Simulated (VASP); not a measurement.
Set up this calculation in VASP 6.6.1, as the native input.

* Task: single point
* Functional: PBE
* Potentials or basis: VASP PAW PBE potentials, release 64 (B, N)
* Cutoff: 520 eV
* k mesh: 10 × 10 × 2
* Occupations: gaussian, width 0.05 eV
* Spin: no spin polarisation
* Dipole correction: no
* Further INCAR settings: ALGO = Normal; EDIFF = 1e-07; NBANDS = 36

The structure of BN lies in POSCAR:

```
BN
1.0
    1.8123485118     -1.8123485118      0.0000000000
    1.8123485118      0.0000000000     -1.8123485118
   10.2698540772      5.7391640325      5.7391640325
B N
6 6
Direct
    0.6701798600     -0.3298201400      0.3958000000
    0.1423965267      0.1423965267      0.2291333333
    0.1979631933      0.1979631933      0.5624666667
    0.2535298600      0.2535298600      0.8958000000
   -0.2742534733     -0.2742534733      0.7291333333
    0.6146131933      0.6146131933      0.0624666667
    0.3021256933      0.3021256933      0.4374666667
   -0.2256576400     -0.2256576400      0.2708000000
   -0.1700909733     -0.1700909733      0.6041333333
   -0.1145243067     -0.1145243067      0.9374666667
   -0.6423076400     -0.6423076400      0.7708000000
    0.2465590267      0.2465590267      0.1041333333
```

This cell differs from its parent crystal: the part above a cut slid along it.

One way to write it, as run:

INCAR

```
SYSTEM = BN
PREC = Accurate
ENCUT = 520
EDIFF = 1E-7
ISMEAR = 0
SIGMA = 0.05
LREAL = .False.
LASPH = .True.
NELM = 80
ALGO = Normal
ISIF = 2
LWAVE = .False.
LCHARG = .True.
GGA = PE
LELF = .True.
LVHAR = .True.
NBANDS = 36
```

KPOINTS

```
regular mesh
0
Gamma
  10 10 2
  0 0 0
```

Potentials or basis: VASP PAW PBE potentials, release 64 (B, N).

Run with:

```console
$ cat potpaw_PBE.64/B/POTCAR potpaw_PBE.64/N/POTCAR > POTCAR
$ mpirun -np 1 vasp_std > vasp.out
```

It gave:

| Quantity | Value |
| --- | --- |
| Pressure | 0.0 GPa |
| Largest force | 3.093 eV/Å |
| Band gap on the k mesh | 2.96 eV (least direct gap 4.24 eV) |

Caveat: the cell differs from its parent crystal (the part above a cut slid along it); the stress differs along the axes, from -4 to 8 GPa; forces of over 1 eV/Å act on the atoms, so gaps and moduli don't describe the material at rest.

It took 78 s on 1 thread of Intel(R) Xeon(R) 6975P-C (Granite Rapids), on a shared host, peak memory 0.25 GiB.
